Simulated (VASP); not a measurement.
# Zn (Fm-3m) in VASP: a series of runs

Zn is run at these levels: PBEsol, PBE; tasks: single point.

Program: VASP 6.6.1. These are calculated values, not measurements. Logs are shortened: lines on timing, memory, paths and dates and some standing lists are left out, and cuts for length are marked.

### 1 The cell of the first run

It takes space group Fm-3m (No. 225, cubic). Conventional cell: a = 3.930 Å, b = 3.930 Å, c = 3.930 Å, α = 90.00°, β = 90.00°, γ = 90.00°. Zn (site symmetry m-3m) has 12 Zn at 2.78 Å within 3.7 Å.

### 2 Single point, PBEsol

Input file INCAR:

```
SYSTEM = Zn
ALGO = Normal ; EDIFF = 1E-7
ENCUT = 520 ; GGA = PS
ISIF = 2 ; ISMEAR = -1
LASPH = .True. ; LCHARG = .False.
LREAL = .False. ; LWAVE = .False.
NBANDS = 12 ; NELM = 100
PREC = Accurate ; SIGMA = 0.15
```

Input file KPOINTS:

```
k-points
0
Gamma
  12 12 12
  0 0 0
```

Input file POSCAR:

```
Zn
1.0
    0.0000000000      1.9647760000      1.9647760000
    1.9647760000      0.0000000000      1.9647760000
    1.9647760000      1.9647760000      0.0000000000
Zn
1
Direct
    0.0000000000      0.0000000000      0.0000000000
```

Potentials or basis: VASP PAW PBE potentials, release 64 (Zn).

The run is started by

```bash
$ cat potpaw_PBE.64/Zn/POTCAR > POTCAR
$ mpirun -np 1 vasp_std > vasp.out
```

OUTCAR:

```text
SYSTEM = Zn
   EDIFF = 1E-7
   ENCUT = 520
   GGA = PS
   ISIF = 2
   ISMEAR = -1
   LASPH = .True.
   LREAL = .False.
   NELM = 100
   PREC = Accurate

 ion  position               nearest neighbor table
   1  0.000  0.000  0.000-

  LATTYP: Found a face centered cubic cell.
 ALAT       =     3.9295520000

  Lattice vectors:

 A1 = (   0.0000000000,   1.9647760000,   1.9647760000)
 A2 = (   1.9647760000,   0.0000000000,   1.9647760000)
 A3 = (   1.9647760000,   1.9647760000,   0.0000000000)

Analysis of symmetry for initial positions (statically):
=====================================================================
 Subroutine PRICEL returns:
 Original cell was already a primitive cell.

 Routine SETGRP: Setting up the symmetry group for a
 face centered cubic supercell.

 Subroutine GETGRP returns: Found 48 space group operations
 (whereof 48 operations were pure point group operations)
 out of a pool of 48 trial point group operations.

The static configuration has the point symmetry O_h .

Analysis of symmetry for dynamics (positions and initial velocities):
=====================================================================
 Subroutine PRICEL returns:
 Original cell was already a primitive cell.

 Routine SETGRP: Setting up the symmetry group for a
 face centered cubic supercell.

 Subroutine GETGRP returns: Found 48 space group operations
 (whereof 48 operations were pure point group operations)
 out of a pool of 48 trial point group operations.

The dynamic configuration has the point symmetry O_h .

 Subroutine INISYM returns: Found 48 space group operations
 (whereof 48 operations are pure point group operations),
 and found     1 'primitive' translations

----------------------------------------------------------------------------------------

                                     Primitive cell

  volume of cell :      15.1694

  direct lattice vectors                    reciprocal lattice vectors
     0.000000000  1.964776000  1.964776000    -0.254481936  0.254481936  0.254481936
     1.964776000  0.000000000  1.964776000     0.254481936 -0.254481936  0.254481936
     1.964776000  1.964776000  0.000000000     0.254481936  0.254481936 -0.254481936

  length of vectors
     2.778612866  2.778612866  2.778612866     0.440775643  0.440775643  0.440775643

  position of ions in fractional coordinates (direct lattice)
     0.000000000  0.000000000  0.000000000

  ion indices of the primitive-cell ions
   primitive index   ion index
                 1           1

----------------------------------------------------------------------------------------

 KPOINTS: k-points

Automatic generation of k-mesh.
 Grid dimensions read from file:
 generate k-points for:   12   12   12

 Generating k-lattice:

  Cartesian coordinates                     Fractional coordinates (reciprocal lattice)
    -0.021206828  0.021206828  0.021206828     0.083333333  0.000000000  0.000000000
     0.021206828 -0.021206828  0.021206828     0.000000000  0.083333333  0.000000000
     0.021206828  0.021206828 -0.021206828     0.000000000  0.000000000  0.083333333

  Length of vectors
     0.036731304  0.036731304  0.036731304

  Shift w.r.t. Gamma in fractional coordinates (k-lattice)
     0.000000000  0.000000000  0.000000000

 Subroutine IBZKPT returns following result:
 ===========================================

 Found     72 irreducible k-points:

 Following reciprocal coordinates:
            Coordinates               Weight
  0.000000  0.000000  0.000000      1.000000
  0.083333  0.000000  0.000000      8.000000
  0.166667  0.000000  0.000000      8.000000
  0.250000  0.000000  0.000000      8.000000
  0.333333  0.000000  0.000000      8.000000
  0.416667  0.000000  0.000000      8.000000
[... 16 lines left out ...]
  0.500000  0.166667  0.000000     24.000000
 -0.416667  0.166667  0.000000     24.000000
 [... further k-points ...]
   k-points           NKPTS =     72   k-points in BZ     NKDIM =     72   number of bands    NBANDS=     12
   number of dos      NEDOS =    301   number of ions     NIONS =      1
   total plane-waves  NPLWV =  13824
   dimension x,y,z NGX =    24 NGY =   24 NGZ =   24
   dimension x,y,z NGXF=    48 NGYF=   48 NGZF=   48
   ions per type =               1
   NGX,Y,Z   is equivalent  to a cutoff of  14.36, 14.36, 14.36 a.u.
   NGXF,Y,Z  is equivalent  to a cutoff of  28.72, 28.72, 28.72 a.u.
 SYSTEM =  Zn
   PREC   = accura    normal or accurate (medium, high low for compatibility)
   ISTART =      0    job   : 0-new  1-cont  2-samecut
   ICHARG =      2    charge: 1-file 2-atom 10-const
   ISPIN  =      1    spin polarized calculation?
   LNONCOLLINEAR =      F non collinear calculations
   LSORBIT =      F    spin-orbit coupling
   LASPH  =      T    aspherical Exc in radial PAW
   ENCUT  =  520.0 eV  38.22 Ry    6.18 a.u.   5.17  5.17  5.17*2*pi/ulx,y,z
   NELM   =    100;   NELMIN=  2; NELMDL= -5     # of ELM steps
   EDIFF  = 0.1E-06   stopping-criterion for ELM
   LREAL  =      F    real-space projection
   EDIFFG = 0.1E-05   stopping-criterion for IOM
   NSW    =      0    number of steps for IOM
   IBRION =     -1    ionic relax: 0-MD 1-quasi-New 2-CG
   NFREE  =      0    steps in history (QN), initial steepest desc. (CG)
   ISIF   =      2    stress and relaxation
   ISYM   =      2    0-nonsym 1-usesym 2-fastsym
   POTIM  = 0.5000    time-step for ionic-motion
   TEBEG  =    0.0;   TEEND  =   0.0 temperature during run
   PSTRESS=    0.0 pullay stress
   NELECT =      12.0000    total number of electrons
   NUPDOWN=      -1.0000    fix difference up-down
   EMIN   =  10.00;   EMAX   =-10.00  energy-range for DOS
   EFERMI =   0.00;   METHOD = LEGACY
   ISMEAR =    -1;   SIGMA  =   0.15  broadening in eV -4-tet -1-fermi 0-gaus
   EFERMI_NEDOS =   21; number of points for ismear=-14 and -15
   IALGO  =     38    algorithm
   IMIX   =      4    mixing-type and parameters
     AMIX     =   0.40;   BMIX     =  1.00
     AMIX_MAG =   1.60;   BMIX_MAG =  1.00
  volume/ion in A,a.u.               =      15.17       102.37
  Fermi-wavevector in a.u.,A,eV,Ry     =   1.514069  2.861175 31.190044  2.292404
  Thomas-Fermi vector in A             =   2.623775
   LORBIT       =      0    0 simple, 1 ext, 2 COOP (PROOUT), +10 PAW based schemes
   GGA     = PS    functional components
[... 5 lines left out ...]
 non-spin polarized calculation
  energy-cutoff  :      520.00
  volume of cell :       15.17
 maximum number of plane-waves:       424
 NGX is ok and might be reduce to    24
   NGX = 11   NGY = 11   NGZ = 11

 number of electron      12.0000008 magnetization

 Free energy of the ion-electron system (eV)
  ---------------------------------------------------
  ext. energy  EPLUGINS =         0.00000000
  ---------------------------------------------------
  free energy    TOTEN  =        -1.54979194 eV

  energy without entropy =       -1.52272586  energy(sigma->0) =       -1.53625890

 E-fermi :   2.8567     XC(G=0): -11.7250

 val. band max:        2.7440128227   @ k =  -0.4167   0.3333   0.0000
 cond. band min:       2.8830147429   @ k =  -0.4167   0.0833   0.0000
 fundamental gap:      0.1390019202
 Fermi energy:         2.8566943495

 k-point     1 :       0.0000    0.0000    0.0000
  band No.  band energies     occupation
      1      -7.4586      2.00000
      2      -4.6774      2.00000
      3      -4.6774      2.00000
      4      -4.6774      2.00000
      5      -4.2942      2.00000
      6      -4.2942      2.00000
      7      21.1523      0.00000
      8      21.1523      0.00000
      9      21.1523      0.00000
     10      21.8257      0.00000
     11      23.9352      0.00000
     12      23.9352      0.00000

 k-point     2 :       0.0833    0.0000    0.0000
  band No.  band energies     occupation
      1      -7.2496      2.00000
      2      -4.6939      2.00000
      3      -4.6541      2.00000
      4      -4.6541      2.00000
      5      -4.3005      2.00000
      6      -4.3005      2.00000
      7      18.0838      0.00000
      8      20.5457      0.00000
      9      20.5457      0.00000
     10      21.5707      0.00000
     11      24.8957      0.00000
     12      24.8957      0.00000

 k-point     3 :       0.1667    0.0000    0.0000
  band No.  band energies     occupation
      1      -6.6485      2.00000
      2      -4.7104      2.00000
      3      -4.6077      2.00000
      4      -4.6077      2.00000
      5      -4.2992      2.00000
      6      -4.2992      2.00000
      7      14.0282      0.00000
      8      19.6242      0.00000
      9      19.6242      0.00000
     10      21.3581      0.00000
     11      26.5465      0.00000
     12      26.5812      0.00000
[... 286 lines left out ...]
 k-point    23 :       0.5000    0.1667    0.0000
  band No.  band energies     occupation
      1      -5.2063      2.00000
      2      -4.7635      2.00000
      3      -4.5212      2.00000
      4      -4.3871      2.00000
      5      -4.0002      2.00000
      6      -0.1190      2.00000
      7       3.3724      0.06227
      8      13.1752      0.00000
      9      15.1628      0.00000
     10      17.7601      0.00000
     11      26.1411      0.00000
     12      26.9779      0.00000

 k-point    24 :      -0.4167    0.1667    0.0000
  band No.  band energies     occupation
      1      -5.1907      2.00000
      2      -4.7663      2.00000
      3      -4.5378      2.00000
      4      -4.3300      2.00000
      5      -4.0538      2.00000
      6       0.6098      2.00000
      7       2.5204      1.80788
      8      12.2823      0.00000
      9      15.9675      0.00000
     10      18.3162      0.00000
     11      25.3089      0.00000
     12      26.4183      0.00000

 [... further k-points ...]
[... 5 lines left out ...]
  --------------------------------------------------------------------------------------
  -------------------------------------------------------------------------------------
  Total       -0.4431771     -0.4431771     -0.4431771      0.0000000      0.0000000      0.0000000
  in kB      -46.8078569    -46.8078569    -46.8078569      0.0000000      0.0000000      0.0000000
  external PRESSURE =     -46.8078569 kB  Pullay stress =       0.0000000 kB

 VOLUME and BASIS-vectors are now :
 -----------------------------------------------------------------------------
  energy-cutoff  :      520.00
  volume of cell :       15.17
      direct lattice vectors                 reciprocal lattice vectors
     0.000000000  1.964776000  1.964776000    -0.254481936  0.254481936  0.254481936
     1.964776000  0.000000000  1.964776000     0.254481936 -0.254481936  0.254481936
     1.964776000  1.964776000  0.000000000     0.254481936  0.254481936 -0.254481936

 POSITION                                       TOTAL-FORCE (eV/Angst)
 -----------------------------------------------------------------------------------
      0.00000      0.00000      0.00000         0.000000      0.000000      0.000000
 -----------------------------------------------------------------------------------
    total drift:                               -0.000000     -0.000000     -0.000000

  FREE ENERGIE OF THE ION-ELECTRON SYSTEM (eV)
  ---------------------------------------------------
  free  energy   TOTEN  =        -1.5497919354 eV

  energy  without entropy=       -1.5227258567  energy(sigma->0) =       -1.53625890
```

Wall time 5.9 s (1 thread of Intel Xeon Platinum 8488C (Sapphire Rapids), shared host); peak memory 0.14 GiB.

What came out:

| Property | Result |
| --- | --- |
| Free energy | -1.5498 eV |
| Pressure | -4.7 GPa |
| Band gap on the k mesh | zero (band 6 reaches 5.15 eV, above the bottom of band 7 at 1.53 eV) |

Levels at points of the mesh, in eV from the Fermi level:
```csv
k point,band 2,band 3,band 4,band 5,band 6,band 7,band 8,band 9,band 10,band 11
"(0.00, 0.00, 0.00)",-7.53,-7.53,-7.53,-7.15,-7.15,18.30,18.30,18.30,18.97,21.08
"(0.50, 0.00, 0.00)",-7.54,-7.54,-6.87,-6.87,-2.86,-1.33,15.27,15.27,17.50,18.99
"(0.50, 0.50, 0.00)",-8.15,-6.88,-6.79,-6.79,-0.96,1.78,8.46,8.46,12.14,13.29
```

Caveat: the PAW data sets were made with another functional, which shifts forces and pressure a little.

### 3 Single point, PBEsol

Input file INCAR:

```
SYSTEM = Zn
ALGO = Normal
EDIFF = 1E-6
ENCUT = 520
GGA = PS
ISIF = 2
ISMEAR = 0
LASPH = .True.
LCHARG = .False.
LREAL = .False.
LWAVE = .False.
NBANDS = 12
NELM = 80
PREC = Accurate
SIGMA = 0.025
```

KPOINTS is that of step 2.

POSCAR is that of step 2.

Potentials or basis: VASP PAW PBE potentials, release 64 (Zn).

The run is started by

```bash
$ cat potpaw_PBE.64/Zn/POTCAR > POTCAR
$ mpirun -np 1 vasp_std > vasp.out
```

Run time: 5.5 s. Hardware: 1 thread of Intel Xeon Platinum 8488C (Sapphire Rapids), shared host; peak memory 0.13 GiB.

It converged, with:

| Quantity | Value |
| --- | --- |
| Free energy | -1.5353 eV |
| Pressure | -4.7 GPa |
| Band gap on the k mesh | zero (band 6 reaches 5.15 eV, above the bottom of band 7 at 1.53 eV) |

Levels at points of the mesh, in eV from the Fermi level:
```
           k point  band 3  band 4  band 5  band 6  band 7  band 8  band 9  band 10
(0.00, 0.00, 0.00)   -7.56   -7.56   -7.18   -7.18   18.27   18.27   18.27    18.95
(0.50, 0.00, 0.00)   -7.56   -6.89   -6.89   -2.88   -1.35   15.25   15.25    17.47
(0.50, 0.50, 0.00)   -6.91   -6.82   -6.82   -0.98    1.75    8.44    8.44    12.11
```

Caveat: the PAW data sets were made with another functional, which shifts forces and pressure a little.

### 4 Single point, PBE

Input file INCAR:

```
PREC = Accurate ; ENCUT = 520
EDIFF = 1E-6 ; ISMEAR = -1
SIGMA = 0.1 ; LREAL = False
LASPH = True ; NELM = 100
ALGO = Normal ; ISIF = 2
LWAVE = False ; LCHARG = False
GGA = PE ; NBANDS = 12
```

Input file KPOINTS:

```
regular mesh
0
Gamma
  10 10 10
```

POSCAR is that of step 3.

The run is started by

```bash
$ cat potpaw_PBE.64/Zn/POTCAR > POTCAR
$ mpirun -np 1 vasp_std > vasp.out
```

Run time: 12 s. Hardware: 1 thread of AMD EPYC 7R43 (Zen 3), shared host; peak memory 0.1 GiB.

It converged, with:

```
Free energy            : -1.0917 eV
Pressure               : 0.2 GPa
Band gap on the k mesh : zero (band 6 reaches 4.26 eV, above the bottom of band 7 at 1.70 eV)
```

Levels at points of the mesh, in eV from the Fermi level:
```tsv
k point	band 4	band 5	band 6	band 7	band 8	band 9
(0.00, 0.00, 0.00)	-7.78	-7.40	-7.40	18.11	18.11	18.11
(0.50, 0.00, 0.00)	-7.12	-7.12	-3.06	-1.54	15.09	15.09
(0.50, 0.50, 0.00)	-7.05	-7.05	-1.15	1.57	8.27	8.27
```

[end of part 1 of 2]
